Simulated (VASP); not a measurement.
# Be (Fm-3m) in VASP: relaxation of cell and atoms with PBE

Aim: the relaxation of cell and atoms of Be with PBE.

Everything below comes from runs of VASP 6.6.1. Logs are shortened: lines on timing, memory, paths and dates and some standing lists are left out, and cuts for length are marked.

## 1. The cell of the first run

The structure is cubic, space group Fm-3m (No. 225). The conventional cell has a = 3.544 Å, b = 3.544 Å, c = 3.544 Å, α = 90.00°, β = 90.00°, γ = 90.00°. Within 3.3 Å of Be (site symmetry m-3m) lie 12 Be at 2.51 Å.

## 2. Relaxation of cell and atoms, PBE

The input, INCAR:

```
  PREC = Accurate
  ENCUT = 600
  EDIFF = 1E-6
  ISMEAR = -1
  SIGMA = 0.08
  LREAL = False
  LASPH = True
  NELM = 100
  ALGO = Normal
  ISIF = 3
  LWAVE = False
  LCHARG = False
  GGA = PE
  IBRION = 2
  NSW = 100
  EDIFFG = -0.005
```

The input, KPOINTS:

```
Automatic mesh
0
Gamma
  20 20 20
```

The input, POSCAR:

```
Be
1.0
    0.0000000000      1.7717639764      1.7717639764
    1.7717639764      0.0000000000      1.7717639764
    1.7717639764      1.7717639764      0.0000000000
Be
1
Direct
    0.0000000000      0.0000000000      0.0000000000
```

Potentials or basis: VASP PAW PBE potentials, release 64 (Be).

Command:

```
$ cat potpaw_PBE.64/Be/POTCAR > POTCAR
$ mpirun -np 1 vasp_std > vasp.out
```

OUTCAR:

```text
PREC = Accurate
   ENCUT = 600
   EDIFF = 1E-6
   ISMEAR = -1
   LREAL = False
   LASPH = True
   NELM = 100
   ISIF = 3
   GGA = PE
   IBRION = 2
   NSW = 100
   EDIFFG = -0.005

 ion  position               nearest neighbor table
   1  0.000  0.000  0.000-

  LATTYP: Found a face centered cubic cell.
 ALAT       =     3.5435279528

  Lattice vectors:

 A1 = (   0.0000000000,   1.7717639764,   1.7717639764)
 A2 = (   1.7717639764,   0.0000000000,   1.7717639764)
 A3 = (   1.7717639764,   1.7717639764,   0.0000000000)

Analysis of symmetry for initial positions (statically):
=====================================================================
 Subroutine PRICEL returns:
 Original cell was already a primitive cell.

 Routine SETGRP: Setting up the symmetry group for a
 face centered cubic supercell.

 Subroutine GETGRP returns: Found 48 space group operations
 (whereof 48 operations were pure point group operations)
 out of a pool of 48 trial point group operations.

The static configuration has the point symmetry O_h .

Analysis of symmetry for dynamics (positions and initial velocities):
=====================================================================
 Subroutine PRICEL returns:
 Original cell was already a primitive cell.

 Routine SETGRP: Setting up the symmetry group for a
 face centered cubic supercell.

 Subroutine GETGRP returns: Found 48 space group operations
 (whereof 48 operations were pure point group operations)
 out of a pool of 48 trial point group operations.

The dynamic configuration has the point symmetry O_h .

 Subroutine INISYM returns: Found 48 space group operations
 (whereof 48 operations are pure point group operations),
 and found     1 'primitive' translations

----------------------------------------------------------------------------------------

                                     Primitive cell

  volume of cell :      11.1237

  direct lattice vectors                    reciprocal lattice vectors
     0.000000000  1.771763976  1.771763976    -0.282204631  0.282204631  0.282204631
     1.771763976  0.000000000  1.771763976     0.282204631 -0.282204631  0.282204631
     1.771763976  1.771763976  0.000000000     0.282204631  0.282204631 -0.282204631

  length of vectors
     2.505652645  2.505652645  2.505652645     0.488792760  0.488792760  0.488792760

  position of ions in fractional coordinates (direct lattice)
     0.000000000  0.000000000  0.000000000

  ion indices of the primitive-cell ions
   primitive index   ion index
                 1           1

----------------------------------------------------------------------------------------

 KPOINTS: Automatic mesh
[... 67 lines left out ...]
   NELM   =    100;   NELMIN=  2; NELMDL= -5     # of ELM steps
   EDIFF  = 0.1E-05   stopping-criterion for ELM
   LREAL  =      F    real-space projection
   EDIFFG = -.5E-02   stopping-criterion for IOM
   NSW    =    100    number of steps for IOM
   IBRION =      2    ionic relax: 0-MD 1-quasi-New 2-CG
   NFREE  =      1    steps in history (QN), initial steepest desc. (CG)
   ISIF   =      3    stress and relaxation
   ISYM   =      2    0-nonsym 1-usesym 2-fastsym
   POTIM  = 0.5000    time-step for ionic-motion
   TEBEG  =    0.0;   TEEND  =   0.0 temperature during run
   PSTRESS=    0.0 pullay stress
   NELECT =       2.0000    total number of electrons
   NUPDOWN=      -1.0000    fix difference up-down
   EMIN   =  10.00;   EMAX   =-10.00  energy-range for DOS
   EFERMI =   0.00;   METHOD = LEGACY
   ISMEAR =    -1;   SIGMA  =   0.08  broadening in eV -4-tet -1-fermi 0-gaus
   EFERMI_NEDOS =   21; number of points for ismear=-14 and -15
   IALGO  =     38    algorithm
   IMIX   =      4    mixing-type and parameters
     AMIX     =   0.40;   BMIX     =  1.00
     AMIX_MAG =   1.60;   BMIX_MAG =  1.00
  volume/ion in A,a.u.               =      11.12        75.07
  Fermi-wavevector in a.u.,A,eV,Ry     =   0.923994  1.746095 11.616167  0.853764
  Thomas-Fermi vector in A             =   2.049691
   LORBIT       =      0    0 simple, 1 ext, 2 COOP (PROOUT), +10 PAW based schemes
   GGA     = PE    functional components
   LHFCALC =     F    Hartree Fock is set to
   AEXX    =    0.0000 exact exchange contribution
   IVDW    =     0    specifies the selected vdW correction
   LEPSILON=     F    determine dielectric tensor
   LRPA    =     F    only Hartree local field effects (RPA)
 conjugate gradient relaxation of ions
 non-spin polarized calculation
  energy-cutoff  :      600.00
  volume of cell :       11.12
 maximum number of plane-waves:       388
   NGX =  9   NGY =  9   NGZ =  9

--------------------------------------- Ionic step        1  -------------------------------------------

 number of electron       2.0000000 magnetization

 Free energy of the ion-electron system (eV)
  ---------------------------------------------------
  ext. energy  EPLUGINS =         0.00000000
  ---------------------------------------------------
  free energy    TOTEN  =        -3.39093069 eV

  energy without entropy =       -3.38605782  energy(sigma->0) =       -3.38849425

 E-fermi :   4.5131     XC(G=0):  -9.5415

 val. band max:        4.4986804579   @ k =  -0.4500   0.0500   0.0000
 cond. band min:       4.5740429101   @ k =  -0.4000   0.2000   0.1000
 fundamental gap:      0.0753624523
 Fermi energy:         4.5130880324

 k-point     1 :       0.0000    0.0000    0.0000
  band No.  band energies     occupation
      1      -5.0128      2.00000
      2      19.5630      0.00000
      3      19.5630      0.00000
      4      19.5630      0.00000
      5      28.3976      0.00000
[... 282 lines left out ...]
  FREE ENERGIE OF THE ION-ELECTRON SYSTEM (eV)
  ---------------------------------------------------
  free  energy   TOTEN  =        -3.6863235990 eV

  energy  without entropy=       -3.6836639012  energy(sigma->0) =       -3.68499375

[... ionic steps 4 to 14 ...]

--------------------------------------- Ionic step       15  -------------------------------------------

 number of electron       2.0000000 magnetization

------------------------ aborting loop because EDIFF is reached ----------------------------------------
[... 65 lines left out ...]
--------------------------------------- Ionic step       17  -------------------------------------------

 number of electron       2.0000000 magnetization

 Free energy of the ion-electron system (eV)
  ---------------------------------------------------
  ext. energy  EPLUGINS =         0.00000000
  ---------------------------------------------------
  free energy    TOTEN  =        -3.68720817 eV

  energy without entropy =       -3.68482163  energy(sigma->0) =       -3.68601490

 E-fermi :   7.5279     XC(G=0): -10.6222

 val. band max:        7.5060047098   @ k =  -0.3500   0.3500   0.0000
 cond. band min:       7.5628108347   @ k =   0.5000   0.0000   0.0000
 fundamental gap:      0.0568061249
 Fermi energy:         7.5278690479

 k-point     1 :       0.0000    0.0000    0.0000
  band No.  band energies     occupation
      1      -4.3204      2.00000
      2      26.9859      0.00000
      3      26.9859      0.00000
      4      26.9859      0.00000
      5      36.6594      0.00000
[... 212 lines left out ...]
  FREE ENERGIE OF THE ION-ELECTRON SYSTEM (eV)
  ---------------------------------------------------
  free  energy   TOTEN  =        -3.6872081688 eV

  energy  without entropy=       -3.6848216305  energy(sigma->0) =       -3.68601490

 reached required accuracy - stopping structural energy minimisation
```

It took 50 s on 1 thread of Intel Xeon 6975P-C, shared host; peak memory 0.14 GiB.

Results:

```
Free energy                            : -3.6872 eV
Relaxed volume                         : 7.88 Å³/atom
Relaxed cell                           : a = 2.233 Å, b = 2.233 Å, c = 2.233 Å, α = 60.00°, β = 60.00°, γ = 60.00°
Space group after relaxing (to 0.05 Å) : Fm-3m (No. 225)
Energy gained by relaxing              : 296.3 meV/atom
Ionic steps                            : 17
Pressure after relaxing                : 0.0 GPa
Band gap on the k mesh                 : zero (band 1 reaches 8.51 eV, above the bottom of band 2 at 7.51 eV)
```

The path:
```csv
step,energy change (eV),largest force (eV/Å),pressure (GPa),volume (Å³)
1,0.0000,0.0000,-22.86,11.12
2,-0.2653,0.0000,-10.44,8.76
3,-0.2954,0.0000,-2.01,8.02
4,-0.2963,0.0000,0.22,7.87
5,-0.2962,0.0000,-0.65,7.92
6,-0.2962,0.0000,-0.64,7.92
7,-0.2962,0.0000,-0.60,7.92
8,-0.2962,0.0000,-0.60,7.92
9,-0.2962,0.0000,-0.60,7.92
10,-0.2962,0.0000,-0.60,7.92
11,-0.2962,0.0000,-0.59,7.92
12,-0.2962,0.0000,-0.58,7.92
13,-0.2962,0.0000,-0.56,7.92
14,-0.2962,0.0000,-0.52,7.92
15,-0.2962,0.0000,-0.44,7.91
16,-0.2963,0.0000,-0.28,7.90
17,-0.2963,0.0000,0.05,7.88
```

Final structure:
```xyz
1
Lattice="0.0000 1.5792 1.5792 1.5792 0.0000 1.5792 1.5792 1.5792 0.0000" Properties=species:S:1:pos:R:3 pbc="T T T"
Be    0.0000    0.0000    0.0000
```

Levels at points of the mesh, in eV from the Fermi level:
```csv
k point,band 1,band 2,band 3,band 4,band 5
"(0.00, 0.00, 0.00)",-11.85,19.46,19.46,19.46,29.13
"(0.50, 0.00, 0.00)",-5.26,0.03,16.52,16.52,26.27
"(0.50, 0.50, 0.00)",-2.64,3.86,9.56,9.56,15.20
```

Caveat: the volume moved by over 15 % at a fixed basis, so the end points are rough.
